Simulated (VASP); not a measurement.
Crystal: HfB.

```
Hf B
1.0
     3.26683    0.00000    0.00000
     1.63342    2.82916    0.00000
     1.63342    0.94305    2.66736
Hf B
1 1
Direct
  0.50000 0.50000 0.50000
  0.00000 0.00000 0.00000
```

Base run:

* Program: VASP 6.6.1
* Functional: PBEsol
* Potentials or basis: VASP PAW PBE potentials, release 64 (Hf_pv, B)
* Cutoff: 520 eV
* k mesh: 10 × 10 × 10
* Occupations: gaussian, width 0.1 eV
* Spin: no spin polarisation

Its results: pressure 24.3 GPa.

**Question.** The run is repeated on the same cell with these changes: functional from PBEsol to LDA; potentials or basis from VASP PAW PBE potentials, release 64 (Hf_pv, B) to VASP PAW LDA potentials, release 64 (Hf_pv, B). What comes out?

**Answer.** Pressure 19.6 GPa.

Caveats: the PAW data sets were made with another functional, which shifts forces and pressure a little (some runs).
